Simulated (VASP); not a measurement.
# Nb (I4/mmm) in VASP: notebook

Runs on Nb. Level: PBEsol. Tasks: single point.

All numbers are computed with VASP 6.6.1; they aren't measurements. Logs are shortened: lines on timing, memory, paths and dates and some standing lists are left out, and cuts for length are marked.

### 1 The cell of the first run

It takes space group I4/mmm (No. 139, tetragonal). Conventional cell: a = 2.752 Å, b = 2.752 Å, c = 4.061 Å, α = 90.00°, β = 90.00°, γ = 90.00°. Nb (site symmetry 4/mmm) has 12 Nb at 2.75 to 2.81 Å within 3.6 Å.

### 2 Single point, PBEsol (strain -0.080 along x and y, -0.040 along z)

INCAR

```
SYSTEM = Nb
PREC = Accurate
ENCUT = 520
EDIFF = 1E-6
ISMEAR = 0
SIGMA = 0.15
LREAL = .FALSE.
LASPH = .TRUE.
NELM = 100
ALGO = Fast
ISIF = 2
LWAVE = .FALSE.
LCHARG = .TRUE.
GGA = PS
LELF = .TRUE.
LVHAR = .TRUE.
NBANDS = 12
```

KPOINTS

```
regular mesh
0
G
  20 20 20
  0 0 0
```

POSCAR

```
Nb
1.0
    0.0000000000      1.9458000000      2.0304000000
    1.9458000000      0.0000000000      2.0304000000
    1.9458000000      1.9458000000      0.0000000000
Nb
1
Direct
    0.0000000000      0.0000000000      0.0000000000
```

Potentials or basis: VASP PAW PBE potentials, release 64 (Nb_sv).

Run with:

```bash
$ cat potpaw_PBE.64/Nb_sv/POTCAR > POTCAR
$ mpirun -np 1 vasp_std > vasp.out
```

OUTCAR:

```text
SYSTEM = Nb
   PREC = Accurate
   ENCUT = 520
   EDIFF = 1E-6
   ISMEAR = 0
   LREAL = .FALSE.
   LASPH = .TRUE.
   NELM = 100
   ISIF = 2
   GGA = PS

 ion  position               nearest neighbor table
   1  0.000  0.000  0.000-

  LATTYP: Found a body centered tetragonal cell.
 ALAT       =     2.7517767497
 C/A-ratio  =     1.4757011086

  Lattice vectors:

 A1 = (  -1.9458000000,   0.0000000000,   2.0304000000)
 A2 = (   1.9458000000,   0.0000000000,   2.0304000000)
 A3 = (   0.0000000000,   1.9458000000,  -2.0304000000)

Analysis of symmetry for initial positions (statically):
=====================================================================
 Subroutine PRICEL returns:
 Original cell was already a primitive cell.

 Routine SETGRP: Setting up the symmetry group for a
 body centered tetragonal supercell.

 Subroutine GETGRP returns: Found 16 space group operations
 (whereof 16 operations were pure point group operations)
 out of a pool of 16 trial point group operations.

The static configuration has the point symmetry D_4h.

Analysis of symmetry for dynamics (positions and initial velocities):
=====================================================================
 Subroutine PRICEL returns:
 Original cell was already a primitive cell.

 Routine SETGRP: Setting up the symmetry group for a
 body centered tetragonal supercell.

 Subroutine GETGRP returns: Found 16 space group operations
 (whereof 16 operations were pure point group operations)
 out of a pool of 16 trial point group operations.

The dynamic configuration has the point symmetry D_4h.

 Subroutine INISYM returns: Found 16 space group operations
 (whereof 16 operations are pure point group operations),
 and found     1 'primitive' translations

----------------------------------------------------------------------------------------

                                     Primitive cell

  volume of cell :      15.3747

  direct lattice vectors                    reciprocal lattice vectors
     0.000000000  1.945800000  2.030400000    -0.256963717  0.256963717  0.246256895
     1.945800000  0.000000000  2.030400000     0.256963717 -0.256963717  0.246256895
     1.945800000  1.945800000  0.000000000     0.256963717  0.256963717 -0.246256895

  length of vectors
     2.812234307  2.812234307  2.751776750     0.438979683  0.438979683  0.438979683

  position of ions in fractional coordinates (direct lattice)
     0.000000000  0.000000000  0.000000000

  ion indices of the primitive-cell ions
   primitive index   ion index
                 1           1

----------------------------------------------------------------------------------------

 KPOINTS: regular mesh

Automatic generation of k-mesh.
 Grid dimensions read from file:
 generate k-points for:   20   20   20

 Generating k-lattice:

  Cartesian coordinates                     Fractional coordinates (reciprocal lattice)
    -0.012848186  0.012848186  0.012312845     0.050000000  0.000000000  0.000000000
     0.012848186 -0.012848186  0.012312845     0.000000000  0.050000000  0.000000000
     0.012848186  0.012848186 -0.012312845     0.000000000  0.000000000  0.050000000

  Length of vectors
     0.021948984  0.021948984  0.021948984

  Shift w.r.t. Gamma in fractional coordinates (k-lattice)
     0.000000000  0.000000000  0.000000000

 Subroutine IBZKPT returns following result:
 ===========================================

 Found    641 irreducible k-points:

 Following reciprocal coordinates:
            Coordinates               Weight
  0.000000  0.000000  0.000000      1.000000
  0.050000  0.000000  0.000000      8.000000
  0.100000  0.000000  0.000000      8.000000
  0.150000  0.000000  0.000000      8.000000
  0.200000  0.000000  0.000000      8.000000
  0.250000  0.000000  0.000000      8.000000
[... 16 lines left out ...]
 -0.400000  0.050000  0.000000      8.000000
 -0.350000  0.050000  0.000000      8.000000
 [... further k-points ...]
   k-points           NKPTS =    641   k-points in BZ     NKDIM =    641   number of bands    NBANDS=     12
   number of dos      NEDOS =    301   number of ions     NIONS =      1
   total plane-waves  NPLWV =  11520
   dimension x,y,z NGX =    24 NGY =   24 NGZ =   20
   dimension x,y,z NGXF=    48 NGYF=   48 NGZF=   40
   ions per type =               1
   NGX,Y,Z   is equivalent  to a cutoff of  14.19, 14.19, 12.08 a.u.
   NGXF,Y,Z  is equivalent  to a cutoff of  28.38, 28.38, 24.17 a.u.
 SYSTEM =  Nb
   PREC   = accura    normal or accurate (medium, high low for compatibility)
   ISTART =      0    job   : 0-new  1-cont  2-samecut
   ICHARG =      2    charge: 1-file 2-atom 10-const
   ISPIN  =      1    spin polarized calculation?
   LNONCOLLINEAR =      F non collinear calculations
   LSORBIT =      F    spin-orbit coupling
   LASPH  =      T    aspherical Exc in radial PAW
   ENCUT  =  520.0 eV  38.22 Ry    6.18 a.u.   5.23  5.23  5.12*2*pi/ulx,y,z
   NELM   =    100;   NELMIN=  2; NELMDL= -5     # of ELM steps
   EDIFF  = 0.1E-05   stopping-criterion for ELM
   LREAL  =      F    real-space projection
   EDIFFG = 0.1E-04   stopping-criterion for IOM
   NSW    =      0    number of steps for IOM
   IBRION =     -1    ionic relax: 0-MD 1-quasi-New 2-CG
   NFREE  =      0    steps in history (QN), initial steepest desc. (CG)
   ISIF   =      2    stress and relaxation
   ISYM   =      2    0-nonsym 1-usesym 2-fastsym
   POTIM  = 0.5000    time-step for ionic-motion
   TEBEG  =    0.0;   TEEND  =   0.0 temperature during run
   PSTRESS=    0.0 pullay stress
   NELECT =      13.0000    total number of electrons
   NUPDOWN=      -1.0000    fix difference up-down
   EMIN   =  10.00;   EMAX   =-10.00  energy-range for DOS
   EFERMI =   0.00;   METHOD = LEGACY
   ISMEAR =     0;   SIGMA  =   0.15  broadening in eV -4-tet -1-fermi 0-gaus
   EFERMI_NEDOS =   21; number of points for ismear=-14 and -15
   IALGO  =     68    algorithm
   IMIX   =      4    mixing-type and parameters
     AMIX     =   0.40;   BMIX     =  1.00
     AMIX_MAG =   1.60;   BMIX_MAG =  1.00
  volume/ion in A,a.u.               =      15.37       103.75
  Fermi-wavevector in a.u.,A,eV,Ry     =   1.548056  2.925401 32.606047  2.396477
  Thomas-Fermi vector in A             =   2.653061
   LORBIT       =      0    0 simple, 1 ext, 2 COOP (PROOUT), +10 PAW based schemes
   GGA     = PS    functional components
   LHFCALC =     F    Hartree Fock is set to
   AEXX    =    0.0000 exact exchange contribution
   IVDW    =     0    specifies the selected vdW correction
   LEPSILON=     F    determine dielectric tensor
   LRPA    =     F    only Hartree local field effects (RPA)
 non-spin polarized calculation
 RMM-DIIS sequential band-by-band and
 Gauss-broadening in eV      SIGMA  =   0.15
  energy-cutoff  :      520.00
  volume of cell :       15.37
 maximum number of plane-waves:       428
 NGX is ok and might be reduce to    24
   NGX = 11   NGY = 11   NGZ = 11

 number of electron      13.0000000 magnetization

 Free energy of the ion-electron system (eV)
  ---------------------------------------------------
  ext. energy  EPLUGINS =         0.00000000
  ---------------------------------------------------
  free energy    TOTEN  =       -10.34818922 eV

  energy without entropy =      -10.33243478  energy(sigma->0) =      -10.34031200

 E-fermi :  13.8441     XC(G=0): -13.4725

 val. band max:       13.8423027804   @ k =   0.3500   0.0000   0.0500
 cond. band min:      13.8451028946   @ k =  -0.0500   0.1000   0.0500
 fundamental gap:      0.0028001142
 Fermi energy:        13.8440908864

 k-point     1 :       0.0000    0.0000    0.0000
  band No.  band energies     occupation
      1     -40.7456      2.00000
      2     -15.6468      2.00000
      3     -15.6138      2.00000
      4     -15.6138      2.00000
      5       7.2227      2.00000
      6      13.3581      2.00000
      7      13.9646      0.25599
      8      13.9646      0.25599
      9      16.6822      0.00000
     10      17.5970      0.00000
     11      25.8333      0.00000
     12      30.4713      0.00000

 k-point     2 :       0.0500    0.0000    0.0000
  band No.  band energies     occupation
      1     -40.7354      2.00000
      2     -15.6888      2.00000
      3     -15.6404      2.00000
      4     -15.6192      2.00000
      5       7.3427      2.00000
      6      13.3668      1.99999
      7      13.9112      0.52723
      8      14.0212      0.09499
      9      16.6346      0.00000
     10      17.5260      0.00000
     11      26.0827      0.00000
     12      30.4756      0.00000

 k-point     3 :       0.1000    0.0000    0.0000
  band No.  band energies     occupation
      1     -40.7058      2.00000
      2     -15.8573      2.00000
      3     -15.6690      2.00000
      4     -15.6349      2.00000
      5       7.6854      2.00000
      6      13.2960      2.00000
      7      13.8699      0.80793
      8      14.1767      0.00171
      9      16.5298      0.00000
     10      17.3466      0.00000
     11      26.7619      0.00000
     12      29.9908      0.00000
[... 286 lines left out ...]
 k-point    23 :      -0.4000    0.0500    0.0000
  band No.  band energies     occupation
      1     -40.3363      2.00000
      2     -17.7003      2.00000
      3     -16.0028      2.00000
      4     -15.8086      2.00000
      5       9.3462      2.00000
      6      13.1944      2.00000
      7      13.9773      0.20923
      8      15.2791      0.00000
      9      18.8824      0.00000
     10      19.9906      0.00000
     11      25.5874      0.00000
     12      28.7524      0.00000

 k-point    24 :      -0.3500    0.0500    0.0000
  band No.  band energies     occupation
      1     -40.3790      2.00000
      2     -17.5066      2.00000
      3     -15.9757      2.00000
      4     -15.7799      2.00000
      5       9.4435      2.00000
      6      13.3844      1.99999
      7      14.1336      0.00634
      8      14.4649      0.00000
      9      18.2166      0.00000
     10      19.3698      0.00000
     11      25.6568      0.00000
     12      30.1837      0.00000

 [... further k-points ...]

------------------------ aborting loop because EDIFF is reached ----------------------------------------

  FORCE on cell =-STRESS in cart. coord.  units (eV):
  Direction    XX          YY          ZZ          XY          YZ          ZX
  --------------------------------------------------------------------------------------
  -------------------------------------------------------------------------------------
  Total        3.0988836      3.0988836      4.6779055      0.0000000      0.0000000     -0.0000000
  in kB      322.9295895    322.9295895    487.4768856      0.0000000      0.0000000     -0.0000000
  external PRESSURE =     377.7786882 kB  Pullay stress =       0.0000000 kB

 VOLUME and BASIS-vectors are now :
 -----------------------------------------------------------------------------
  energy-cutoff  :      520.00
  volume of cell :       15.37
      direct lattice vectors                 reciprocal lattice vectors
     0.000000000  1.945800000  2.030400000    -0.256963717  0.256963717  0.246256895
     1.945800000  0.000000000  2.030400000     0.256963717 -0.256963717  0.246256895
     1.945800000  1.945800000  0.000000000     0.256963717  0.256963717 -0.246256895

 POSITION                                       TOTAL-FORCE (eV/Angst)
 -----------------------------------------------------------------------------------
      0.00000      0.00000      0.00000        -0.000000     -0.000000      0.000000
 -----------------------------------------------------------------------------------
    total drift:                                0.000000      0.000000     -0.000000

  FREE ENERGIE OF THE ION-ELECTRON SYSTEM (eV)
  ---------------------------------------------------
  free  energy   TOTEN  =       -10.3481892174 eV

  energy  without entropy=      -10.3324347775  energy(sigma->0) =      -10.34031200
```

It took 4.1 min on 1 thread of Intel Xeon 8259CL, shared host; peak memory 0.24 GiB.

Results:

| Item | Value |
| --- | --- |
| Free energy | -10.3482 eV |
| Pressure | 37.8 GPa |
| Band gap on the k mesh | zero (an odd number of electrons rules out a gap without spin polarisation) |

Caveat: the cell differs from its parent crystal (strain -0.080 along x and y, -0.040 along z); the stress differs along the axes, from 32 to 49 GPa; the PAW data sets were made with another functional, which shifts forces and pressure a little.

### 3 Single point, PBEsol (strain -0.080 along x and y, +0.000 along z)

INCAR

```
ALGO = Normal
EDIFF = 1E-6
ENCUT = 520
GGA = PS
ISIF = 2
ISMEAR = 0
LASPH = True
LCHARG = False
LREAL = False
LWAVE = False
NBANDS = 12
NELM = 80
PREC = Accurate
SIGMA = 0.15
```

KPOINTS

```
k-points
0
Gamma
  20 20 20
```

POSCAR

```
Nb
1.0
    0.0000000000      1.9458000000      2.1150000000
    1.9458000000      0.0000000000      2.1150000000
    1.9458000000      1.9458000000      0.0000000000
Nb
1
Direct
    0.0000000000      0.0000000000      0.0000000000
```

Potentials or basis: VASP PAW PBE potentials, release 64 (Nb_sv).

Run with:

```bash
$ cat potpaw_PBE.64/Nb_sv/POTCAR > POTCAR
$ mpirun -np 1 vasp_std > vasp.out
```

Run time: 2.4 min. Hardware: 1 thread of Intel Xeon 8259CL, shared host; peak memory 0.24 GiB.

The run converged. Its results:

```
Free energy            : -10.5291 eV
Pressure               : 25.5 GPa
Band gap on the k mesh : zero (an odd number of electrons rules out a gap without spin polarisation)
```

Stress tensor (GPa, compression positive):
```
18.13  0.00  0.00
 0.00 18.13  0.00
 0.00  0.00 40.24
```

Levels at points of the mesh, in eV from the Fermi level:
```csv
k point,band 2,band 3,band 4,band 5,band 6,band 7,band 8,band 9,band 10,band 11
"(0.00, 0.00, 0.00)",-29.60,-29.53,-29.53,-6.52,-0.72,0.45,0.45,2.29,4.04,12.10
"(0.50, 0.00, 0.00)",-31.53,-29.93,-29.67,-4.47,-0.81,0.39,2.15,5.40,6.02,11.79
"(0.50, 0.50, 0.00)",-31.38,-30.06,-30.06,-4.87,-4.00,3.67,5.84,6.39,6.39,13.39
"(0.50, 0.00, 0.50)",-31.38,-30.48,-30.19,-5.03,-4.17,5.29,5.52,5.74,7.13,11.44
```

Caveat: the cell differs from its parent crystal (strain -0.080 along x and y, +0.000 along z); the stress differs along the axes, from 18 to 40 GPa; the PAW data sets were made with another functional, which shifts forces and pressure a little.

### 4 Single point, PBEsol (strain -0.040 along x and y, -0.080 along z)

INCAR

```
PREC = Accurate ; ENCUT = 520
EDIFF = 1E-6 ; ISMEAR = 0
SIGMA = 0.15 ; LREAL = F
LASPH = T ; NELM = 80
ALGO = Fast ; ISIF = 2
LWAVE = F ; LCHARG = F
GGA = PS ; NBANDS = 12
```

KPOINTS

```
Automatic mesh
0
Gamma
  20 20 20
```

POSCAR

```
Nb
1.0
    0.0000000000      2.0304000000      1.9458000000
    2.0304000000      0.0000000000      1.9458000000
    2.0304000000      2.0304000000      0.0000000000
Nb
1
Direct
    0.0000000000      0.0000000000      0.0000000000
```

Run with:

```bash
$ cat potpaw_PBE.64/Nb_sv/POTCAR > POTCAR
$ mpirun -np 1 vasp_std > vasp.out
```

Wall time 5.2 min (1 thread of Intel Xeon 8259CL, shared host); peak memory 0.25 GiB.

Results (log left out):

* Free energy: -10.4831 eV
* Pressure: 25.9 GPa
* Band gap on the k mesh: zero (an odd number of electrons rules out a gap without spin polarisation)

Stress tensor (GPa, compression positive):
```
31.54  0.00  0.00
 0.00 31.54  0.00
 0.00  0.00 14.58
```

Levels at points of the mesh, in eV from the Fermi level:
```
           k point  band 2  band 3  band 4  band 5  band 6  band 7  band 8  band 9  band 10  band 11
(0.00, 0.00, 0.00)  -29.60  -29.60  -29.60   -6.56   -0.21   -0.21    0.35    2.77     3.56    11.98
(0.50, 0.00, 0.00)  -31.56  -29.90  -29.79   -4.49   -0.61    0.05    2.09    5.47     5.87    11.77
(0.50, 0.50, 0.00)  -31.40  -30.37  -30.37   -5.05   -4.27    5.25    5.63    6.41     6.41    12.19
(0.50, 0.00, 0.50)  -31.42  -30.31  -30.17   -4.99   -4.12    4.40    5.63    6.08     6.68    12.32
```

Caveat: the cell differs from its parent crystal (strain -0.040 along x and y, -0.080 along z); the stress differs along the axes, from 15 to 32 GPa; the PAW data sets were made with another functional, which shifts forces and pressure a little.

### 5 The runs side by side

```tsv
cell	gap on the mesh (eV)	pressure (GPa)
a = 2.812, b = 2.812, c = 2.752 Å, angles 60.7, 60.7, 58.6°, 1 atom	none	37.8
a = 2.874, b = 2.874, c = 2.752 Å, angles 61.4, 61.4, 57.2°, 1 atom	none	25.5
a = 2.812, b = 2.812, c = 2.871 Å, angles 59.3, 59.3, 61.4°, 1 atom	none	25.9
```

Alike in all rows: task single point; level PBEsol; potentials or basis VASP PAW PBE potentials, release 64 (Nb_sv); no spin polarisation; k mesh 20 × 20 × 20; cutoff (eV) 520; smearing gaussian 0.15 eV.

Caveats: the PAW data sets were made with another functional, which shifts forces and pressure a little; the stress differs along the axes, from 32 to 49 GPa (at least some runs); the stress differs along the axes, from 18 to 40 GPa (at least some runs); the stress differs along the axes, from 15 to 32 GPa (at least some runs).

Absolute energies hang on the potentials; compare differences alone.
